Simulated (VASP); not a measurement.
# CuI (Marshite) (F-43m) in VASP: notebook

CuI (Marshite) is run at these levels: LDA; tasks: relaxation of cell and atoms.

Everything below comes from runs of VASP 6.6.1. Logs are shortened: lines on timing, memory, paths and dates and some standing lists are left out, and cuts for length are marked.

## 1. The cell of the first run

It takes space group F-43m (No. 216, cubic). Conventional cell: a = 5.862 Å, b = 5.862 Å, c = 5.862 Å, α = 90.00°, β = 90.00°, γ = 90.00°. Within 3.3 Å of Cu (site symmetry -43m) lie 4 I at 2.54 Å. Within 3.3 Å of I (site symmetry -43m) lie 4 Cu at 2.54 Å.

## 2. Relaxation of cell and atoms, LDA, target pressure 2 GPa, at which the enthalpy is minimised

Input file INCAR:

```
SYSTEM = CuI
ALGO = Normal
EDIFF = 1E-7
EDIFFG = -0.002
ENCUT = 600
IBRION = 2
ISIF = 3
ISMEAR = 0
LASPH = .TRUE.
LCHARG = .FALSE.
LREAL = .FALSE.
LWAVE = .FALSE.
NELM = 80
NSW = 100
PREC = Accurate
PSTRESS = 20.0
SIGMA = 0.01
```

Input file KPOINTS:

```
k-points
0
G
  6 6 6
  0 0 0
```

Input file POSCAR:

```
CuI
1.0
    2.9309887319      2.9309887319      0.0000000000
   -2.9309887319      2.9309887319      0.0000000000
    0.0000000000      2.9309887319      2.9309887319
Cu I
1 1
Direct
    0.7500000000      0.2500000000      0.5000000000
    0.0000000000      0.0000000000      0.0000000000
```

Potentials or basis: VASP PAW LDA potentials, release 64 (Cu, I).

Launch:

```console
> cat potpaw_LDA.64/Cu/POTCAR potpaw_LDA.64/I/POTCAR > POTCAR
> mpirun -np 1 vasp_std > vasp.out
```

OUTCAR:

```text
SYSTEM = CuI
   EDIFF = 1E-7
   EDIFFG = -0.002
   ENCUT = 600
   IBRION = 2
   ISIF = 3
   ISMEAR = 0
   LASPH = .TRUE.
   LREAL = .FALSE.
   NELM = 80
   NSW = 100
   PREC = Accurate
   PSTRESS = 20.0

 ion  position               nearest neighbor table
   1  0.750  0.250  0.500-   2 2.54   2 2.54   2 2.54   2 2.54
   2  0.000  0.000  0.000-   1 2.54   1 2.54   1 2.54   1 2.54

  LATTYP: Found a face centered cubic cell.
 ALAT       =     5.8619774638

  Lattice vectors:

 A1 = (   0.0000000000,   2.9309887319,   2.9309887319)
 A2 = (   2.9309887319,   0.0000000000,   2.9309887319)
 A3 = (   2.9309887319,   2.9309887319,   0.0000000000)

Analysis of symmetry for initial positions (statically):
=====================================================================
 Subroutine PRICEL returns:
 Original cell was already a primitive cell.

 Routine SETGRP: Setting up the symmetry group for a
 face centered cubic supercell.

 Subroutine GETGRP returns: Found 24 space group operations
 (whereof 24 operations were pure point group operations)
 out of a pool of 48 trial point group operations.

The static configuration has the point symmetry T_d .

Analysis of symmetry for dynamics (positions and initial velocities):
=====================================================================
 Subroutine PRICEL returns:
 Original cell was already a primitive cell.

 Routine SETGRP: Setting up the symmetry group for a
 face centered cubic supercell.

 Subroutine GETGRP returns: Found 24 space group operations
 (whereof 24 operations were pure point group operations)
 out of a pool of 48 trial point group operations.

The dynamic configuration has the point symmetry T_d .

 Subroutine INISYM returns: Found 24 space group operations
 (whereof 24 operations are pure point group operations),
 and found     1 'primitive' translations

----------------------------------------------------------------------------------------

                                     Primitive cell

  volume of cell :      50.3585

  direct lattice vectors                    reciprocal lattice vectors
     2.930988732  2.930988732  0.000000000     0.170590898  0.170590898 -0.170590898
    -2.930988732  2.930988732  0.000000000    -0.170590898  0.170590898 -0.170590898
     0.000000000  2.930988732  2.930988732     0.000000000  0.000000000  0.341181796

  length of vectors
     4.145044016  4.145044016  4.145044016     0.295472103  0.295472103  0.341181796

  position of ions in fractional coordinates (direct lattice)
     0.750000000  0.250000000  0.500000000
     0.000000000  0.000000000  0.000000000

  ion indices of the primitive-cell ions
   primitive index   ion index
                 1           1
                 2           2

----------------------------------------------------------------------------------------

 KPOINTS: k-points

Automatic generation of k-mesh.
 Grid dimensions read from file:
 generate k-points for:    6    6    6

 Generating k-lattice:

  Cartesian coordinates                     Fractional coordinates (reciprocal lattice)
     0.028431816  0.028431816 -0.028431816     0.166666667  0.000000000  0.000000000
    -0.028431816  0.028431816 -0.028431816     0.000000000  0.166666667  0.000000000
     0.000000000  0.000000000  0.056863633     0.000000000  0.000000000  0.166666667

  Length of vectors
     0.049245350  0.049245350  0.056863633

  Shift w.r.t. Gamma in fractional coordinates (k-lattice)
     0.000000000  0.000000000  0.000000000

 Subroutine IBZKPT returns following result:
 ===========================================

 Found     16 irreducible k-points:

 Following reciprocal coordinates:
            Coordinates               Weight
  0.000000  0.000000  0.000000      1.000000
  0.166667  0.000000  0.000000      8.000000
  0.333333  0.000000  0.000000      8.000000
  0.500000  0.000000  0.000000      4.000000
  0.166667  0.166667  0.000000     12.000000
  0.333333  0.166667  0.000000     24.000000
[... 8 lines left out ...]
  0.500000  0.333333  0.166667     24.000000
  0.500000  0.500000  0.166667     12.000000
   k-points           NKPTS =     16   k-points in BZ     NKDIM =     16   number of bands    NBANDS=     13
   number of dos      NEDOS =    301   number of ions     NIONS =      2
   total plane-waves  NPLWV =  46656
   dimension x,y,z NGX =    36 NGY =   36 NGZ =   36
   dimension x,y,z NGXF=    72 NGYF=   72 NGZF=   72
   ions per type =               1   1
   NGX,Y,Z   is equivalent  to a cutoff of  14.44, 14.44, 14.44 a.u.
   NGXF,Y,Z  is equivalent  to a cutoff of  28.88, 28.88, 28.88 a.u.
 SYSTEM =  CuI
   PREC   = accura    normal or accurate (medium, high low for compatibility)
   ISTART =      0    job   : 0-new  1-cont  2-samecut
   ICHARG =      2    charge: 1-file 2-atom 10-const
   ISPIN  =      1    spin polarized calculation?
   LNONCOLLINEAR =      F non collinear calculations
   LSORBIT =      F    spin-orbit coupling
   LASPH  =      T    aspherical Exc in radial PAW
   ENCUT  =  600.0 eV  44.10 Ry    6.64 a.u.   8.28  8.28  8.28*2*pi/ulx,y,z
   NELM   =     80;   NELMIN=  2; NELMDL= -5     # of ELM steps
   EDIFF  = 0.1E-06   stopping-criterion for ELM
   LREAL  =      F    real-space projection
   EDIFFG = -.2E-02   stopping-criterion for IOM
   NSW    =    100    number of steps for IOM
   IBRION =      2    ionic relax: 0-MD 1-quasi-New 2-CG
   NFREE  =      1    steps in history (QN), initial steepest desc. (CG)
   ISIF   =      3    stress and relaxation
   ISYM   =      2    0-nonsym 1-usesym 2-fastsym
   POTIM  = 0.5000    time-step for ionic-motion
   TEBEG  =    0.0;   TEEND  =   0.0 temperature during run
   PSTRESS=   20.0 pullay stress
   NELECT =      18.0000    total number of electrons
   NUPDOWN=      -1.0000    fix difference up-down
   EMIN   =  10.00;   EMAX   =-10.00  energy-range for DOS
   EFERMI =   0.00;   METHOD = LEGACY
   ISMEAR =     0;   SIGMA  =   0.01  broadening in eV -4-tet -1-fermi 0-gaus
   EFERMI_NEDOS =   21; number of points for ismear=-14 and -15
   IALGO  =     38    algorithm
   IMIX   =      4    mixing-type and parameters
     AMIX     =   0.40;   BMIX     =  1.00
     AMIX_MAG =   1.60;   BMIX_MAG =  1.00
  volume/ion in A,a.u.               =      25.18       169.92
  Fermi-wavevector in a.u.,A,eV,Ry     =   1.161827  2.195535 18.365720  1.349842
  Thomas-Fermi vector in A             =   2.298395
   LORBIT       =      0    0 simple, 1 ext, 2 COOP (PROOUT), +10 PAW based schemes
   GGA     = CA    functional components
   LHFCALC =     F    Hartree Fock is set to
   AEXX    =    0.0000 exact exchange contribution
   IVDW    =     0    specifies the selected vdW correction
   LEPSILON=     F    determine dielectric tensor
   LRPA    =     F    only Hartree local field effects (RPA)
 conjugate gradient relaxation of ions
 non-spin polarized calculation
 Gauss-broadening in eV      SIGMA  =   0.01
  energy-cutoff  :      600.00
  volume of cell :       50.36
 maximum number of plane-waves:      1694
 NGX is ok and might be reduce to    36
   NGX = 17   NGY = 17   NGZ = 17

--------------------------------------- Ionic step        1  -------------------------------------------

 number of electron      18.0000004 magnetization

 Free energy of the ion-electron system (eV)
  ---------------------------------------------------
  ext. energy  EPLUGINS =         0.00000000
  ---------------------------------------------------
  free energy    TOTEN  =        -6.99291401 eV

  energy without entropy =       -6.99291401  energy(sigma->0) =       -6.99291401

------------------------ aborting loop because EDIFF is reached ----------------------------------------

  FORCE on cell =-STRESS in cart. coord.  units (eV):
  Direction    XX          YY          ZZ          XY          YZ          ZX
  --------------------------------------------------------------------------------------
  -------------------------------------------------------------------------------------
  Total        0.0475603      0.0475603      0.0475603      0.0000000     -0.0000000      0.0000000
  in kB        1.5131524      1.5131524      1.5131524      0.0000000     -0.0000000      0.0000000
  external PRESSURE =     -18.4868476 kB  Pullay stress =      20.0000000 kB

 VOLUME and BASIS-vectors are now :
 -----------------------------------------------------------------------------
  energy-cutoff  :      600.00
  volume of cell :       50.36
      direct lattice vectors                 reciprocal lattice vectors
     2.930988732  2.930988732  0.000000000     0.170590898  0.170590898 -0.170590898
    -2.930988732  2.930988732  0.000000000    -0.170590898  0.170590898 -0.170590898
     0.000000000  2.930988732  2.930988732     0.000000000  0.000000000  0.341181796
[... 77 lines left out ...]
 POSITION                                       TOTAL-FORCE (eV/Angst)
 -----------------------------------------------------------------------------------
      1.45090      4.35271      1.45090         0.000000     -0.000000      0.000000
     -0.00000      0.00000     -0.00000        -0.000000      0.000000      0.000000
 -----------------------------------------------------------------------------------
    total drift:                                0.000001      0.000000     -0.000000

  FREE ENERGIE OF THE ION-ELECTRON SYSTEM (eV)
  ---------------------------------------------------
  free  energy   TOTEN  =        -6.9831872871 eV

  energy  without entropy=       -6.9831872871  energy(sigma->0) =       -6.98318729

  enthalpy is  TOTEN    =        -6.3731523410 eV   P V=        0.6100349461

[... ionic steps 4 to 7 ...]

--------------------------------------- Ionic step        8  -------------------------------------------

 number of electron      18.0000008 magnetization

------------------------ aborting loop because EDIFF is reached ----------------------------------------

  FORCE on cell =-STRESS in cart. coord.  units (eV):
  Direction    XX          YY          ZZ          XY          YZ          ZX
  --------------------------------------------------------------------------------------
  -------------------------------------------------------------------------------------
  Total        0.6009778      0.6009778      0.6009778      0.0000000      0.0000000     -0.0000000
  in kB       19.6929058     19.6929058     19.6929058      0.0000000      0.0000000     -0.0000000
  external PRESSURE =      -0.3070942 kB  Pullay stress =      20.0000000 kB

 VOLUME and BASIS-vectors are now :
 -----------------------------------------------------------------------------
  energy-cutoff  :      600.00
  volume of cell :       48.89
      direct lattice vectors                 reciprocal lattice vectors
     2.902305213  2.902305213 -0.000000000     0.172276850  0.172276850 -0.172276850
    -2.902305213  2.902305213  0.000000000    -0.172276850  0.172276850 -0.172276850
     0.000000000  2.902305213  2.902305213     0.000000000  0.000000000  0.344553700
[... 46 lines left out ...]
  FREE ENERGIE OF THE ION-ELECTRON SYSTEM (eV)
  ---------------------------------------------------
  free  energy   TOTEN  =        -6.9834967223 eV

  energy  without entropy=       -6.9834967223  energy(sigma->0) =       -6.98349672

  enthalpy is  TOTEN    =        -6.3731491690 eV   P V=        0.6103475533

--------------------------------------- Ionic step       10  -------------------------------------------

 number of electron      18.0000008 magnetization

 Free energy of the ion-electron system (eV)
  ---------------------------------------------------
  ext. energy  EPLUGINS =         0.00000000
  ---------------------------------------------------
  free energy    TOTEN  =        -6.98349273 eV

  energy without entropy =       -6.98349273  energy(sigma->0) =       -6.98349273

 E-fermi :   5.7749     XC(G=0):  -9.9001

 val. band max:        5.7140235666   @ k =   0.0000   0.0000   0.0000
 cond. band min:       7.0918320732   @ k =   0.0000   0.0000   0.0000
 fundamental gap:      1.3778085067
 Fermi energy:         5.7749022150

 k-point     1 :       0.0000    0.0000    0.0000
  band No.  band energies     occupation
      1      -9.0365      2.00000
      2       1.4169      2.00000
      3       1.4169      2.00000
      4       1.4169      2.00000
      5       3.1813      2.00000
      6       3.1813      2.00000
      7       5.7140      2.00000
      8       5.7140      2.00000
      9       5.7140      2.00000
     10       7.0918      0.00000
     11      10.4232      0.00000
     12      10.4232      0.00000
     13      10.4232      0.00000

 k-point     2 :       0.1667    0.0000    0.0000
  band No.  band energies     occupation
      1      -8.8674      2.00000
      2       0.9125      2.00000
      3       1.4387      2.00000
      4       1.4387      2.00000
      5       3.1688      2.00000
      6       3.1688      2.00000
      7       4.5428      2.00000
      8       5.4460      2.00000
      9       5.4460      2.00000
     10       8.0309      0.00000
     11      10.5966      0.00000
[... 246 lines left out ...]
 POSITION                                       TOTAL-FORCE (eV/Angst)
 -----------------------------------------------------------------------------------
      1.45115      4.35344      1.45115        -0.000000      0.000000     -0.000000
     -0.00000      0.00000      0.00000         0.000000     -0.000000      0.000000
 -----------------------------------------------------------------------------------
    total drift:                                0.000001      0.000000     -0.000000

  FREE ENERGIE OF THE ION-ELECTRON SYSTEM (eV)
  ---------------------------------------------------
  free  energy   TOTEN  =        -6.9834927347 eV

  energy  without entropy=       -6.9834927347  energy(sigma->0) =       -6.98349273

  enthalpy is  TOTEN    =        -6.3731492472 eV   P V=        0.6103434875

 reached required accuracy - stopping structural energy minimisation
```

It took 44 s on 1 thread of AMD EPYC 9R45 (Zen 5), shared host; peak memory 0.15 GiB.

Results:

| Property | Result |
| --- | --- |
| Free energy | -6.9835 eV |
| Relaxed volume | 24.45 Å³/atom |
| Relaxed cell | a = 4.104 Å, b = 4.104 Å, c = 4.104 Å, α = 60.00°, β = 60.00°, γ = 90.00° |
| Space group after relaxing (to 0.05 Å) | F-43m (No. 216) |
| Energy change on relaxing (the enthalpy is what falls) | +4.7 meV/atom |
| Ionic steps | 10 |
| Pressure after relaxing | 2.0 GPa |
| Band gap on the k mesh | 1.38 eV, direct |

The path:
```tsv
step	energy change (eV)	largest force (eV/Å)	pressure (GPa)	volume (Å³)
1	0.0000	0.0000	0.15	50.36
2	0.0187	0.0000	2.87	48.27
3	0.0097	0.0000	2.03	48.87
4	0.0094	0.0000	1.96	48.90
5	0.0094	0.0000	1.95	48.90
6	0.0094	0.0000	1.96	48.89
7	0.0094	0.0000	1.97	48.89
8	0.0094	0.0000	1.97	48.89
9	0.0094	0.0000	1.97	48.89
10	0.0094	0.0000	1.99	48.89
```

Final structure:
```
Cu I
1.0
     2.90230    2.90230    0.00000
    -2.90230    2.90230    0.00000
     0.00000    2.90230    2.90230
Cu I
1 1
Direct
  0.75000 0.25000 0.50000
  0.00000 0.00000 0.00000
```

Caveat: the cell is relaxed towards a set pressure, so the enthalpy falls and the energy may rise; spin-orbit coupling is left out, which moves the levels of the heavy elements.

## 3. Relaxation of cell and atoms, LDA, target pressure 4 GPa, at which the enthalpy is minimised

Input file INCAR:

```
ALGO = Normal
EDIFF = 1E-7
EDIFFG = -0.002
ENCUT = 600
IBRION = 2
ISIF = 3
ISMEAR = 0
LASPH = T
LCHARG = F
LREAL = F
LWAVE = F
NELM = 100
NSW = 100
PREC = Accurate
PSTRESS = 40.0
SIGMA = 0.01
```

Input file KPOINTS:

```
k-points
0
Gamma
  6 6 6
```

POSCAR is that of step 2.

Potentials or basis: VASP PAW LDA potentials, release 64 (Cu, I).

Launch:

```console
> cat potpaw_LDA.64/Cu/POTCAR potpaw_LDA.64/I/POTCAR > POTCAR
> mpirun -np 1 vasp_std > vasp.out
```

Wall time 44 s (1 thread of AMD EPYC 9R45 (Zen 5), shared host); peak memory 0.15 GiB.

It converged, with:

```yaml
Free_energy: -6.9592 eV
Relaxed_volume: 23.78 Å³/atom
Relaxed_cell: a = 4.067 Å, b = 4.067 Å, c = 4.067 Å, α = 60.00°, β = 60.00°, γ = 90.00°
Space_group_after_relaxing_to_0.05_Å: F-43m (No. 216)
Energy_change_on_relaxing_the_enthalpy_is_what_falls: +16.9 meV/atom
Ionic_steps: 10
Pressure_after_relaxing: 4.0 GPa
Band_gap_on_the_k_mesh: 1.47 eV, direct
```

Step by step:
```tsv
step	energy change (eV)	largest force (eV/Å)	pressure (GPa)	volume (Å³)
1	0.0000	0.0000	0.15	50.36
2	0.0815	0.0000	6.53	46.08
3	0.0349	0.0000	4.07	47.51
4	0.0335	0.0000	3.91	47.57
5	0.0335	0.0000	3.91	47.57
6	0.0337	0.0000	3.92	47.56
7	0.0337	0.0000	3.93	47.56
8	0.0337	0.0000	3.93	47.56
9	0.0337	0.0000	3.95	47.56
10	0.0337	0.0000	3.99	47.56
```

Final structure:
```
Cu I
1.0
     2.87564    2.87564    0.00000
    -2.87564    2.87564    0.00000
     0.00000    2.87564    2.87564
Cu I
1 1
Direct
  0.75000 0.25000 0.50000
  0.00000 0.00000 0.00000
```

Levels at points of the mesh, in eV from the valence-band top:
```csv
k point,band 6,band 7,band 8,band 9,band 10,band 11,band 12,band 13
"(0.00, 0.00, 0.00)",-2.68,0.00,0.00,0.00,1.47,4.67,4.67,4.67
"(0.50, 0.00, 0.00)",-2.65,-2.59,-1.01,-1.01,2.20,5.27,5.27,7.38
"(0.50, 0.50, 0.00)",-2.58,-2.58,-2.19,-2.19,2.28,2.70,10.24,10.55
```

Caveat: the cell is relaxed towards a set pressure, so the enthalpy falls and the energy may rise; spin-orbit coupling is left out, which moves the levels of the heavy elements. Zero-point motion and thermal expansion aren't in these numbers.

## 4. Relaxation of cell and atoms, LDA, target pressure 7 GPa, at which the enthalpy is minimised

Input file INCAR:

```
  PREC = Accurate
  ENCUT = 600
  EDIFF = 1E-6
  ISMEAR = 0
  SIGMA = 0.01
  LREAL = False
  LASPH = True
  NELM = 100
  ALGO = Normal
  ISIF = 3
  LWAVE = False
  LCHARG = False
  IBRION = 2
  NSW = 100
  EDIFFG = -0.002
  PSTRESS = 70.0
```

Input file KPOINTS:

```
regular mesh
0
Gamma
  6 6 6
```

POSCAR is that of step 3.

Launch:

```console
> cat potpaw_LDA.64/Cu/POTCAR potpaw_LDA.64/I/POTCAR > POTCAR
> mpirun -np 1 vasp_std > vasp.out
```

It took 58 s on 1 thread of AMD EPYC 9R45 (Zen 5), shared host; peak memory 0.15 GiB.

It converged, with:

| Property | Result |
| --- | --- |
| Free energy | -6.9030 eV |
| Relaxed volume | 22.94 Å³/atom |
| Relaxed cell | a = 4.018 Å, b = 4.018 Å, c = 4.018 Å, α = 60.00°, β = 60.00°, γ = 90.00° |
| Space group after relaxing (to 0.05 Å) | F-43m (No. 216) |
| Energy change on relaxing (the enthalpy is what falls) | +44.9 meV/atom |
| Ionic steps | 20 |
| Pressure after relaxing | 7.0 GPa |
| Band gap on the k mesh | 1.59 eV, direct |

The path:
```tsv
step	energy change (eV)	largest force (eV/Å)	pressure (GPa)	volume (Å³)
1	0.0000	0.0000	0.30	50.36
2	0.2647	0.0000	13.53	43.06
3	0.0928	0.0000	7.05	45.81
4	0.0890	0.0000	6.84	45.90
5	0.0891	0.0000	6.83	45.90
6	0.0895	0.0000	6.86	45.89
7	0.0895	0.0000	6.90	45.89
8	0.0895	0.0000	6.89	45.89
9	0.0896	0.0000	6.91	45.88
10	0.0896	0.0000	6.96	45.88
11	0.0897	0.0000	7.06	45.88
12	0.0897	0.0000	6.80	45.88
13	0.0897	0.0000	6.95	45.88
14	0.0897	0.0000	6.89	45.88
15	0.0897	0.0000	6.92	45.88
16	0.0898	0.0000	7.02	45.88
17	0.0898	0.0000	6.86	45.88
18	0.0898	0.0000	6.90	45.88
19	0.0898	0.0000	6.94	45.88
20	0.0899	0.0000	6.99	45.88
```

Final structure:
```
Cu I
1.0
     2.84134    2.84134    0.00000
    -2.84134    2.84134    0.00000
     0.00000    2.84134    2.84134
Cu I
1 1
Direct
  0.75000 0.25000 0.50000
  0.00000 0.00000 0.00000
```

Levels at points of the mesh, in eV from the valence-band top:
```tsv
k point	band 6	band 7	band 8	band 9	band 10	band 11	band 12	band 13
(0.00, 0.00, 0.00)	-2.89	0.00	0.00	0.00	1.59	4.61	4.61	4.61
(0.50, 0.00, 0.00)	-2.85	-2.79	-1.08	-1.08	2.23	5.23	5.23	7.36
(0.50, 0.50, 0.00)	-2.78	-2.77	-2.36	-2.36	2.19	2.65	10.55	10.75
```

Caveat: the cell is relaxed towards a set pressure, so the enthalpy falls and the energy may rise; spin-orbit coupling is left out, which moves the levels of the heavy elements.

(Part 1 of 2 ends here.)
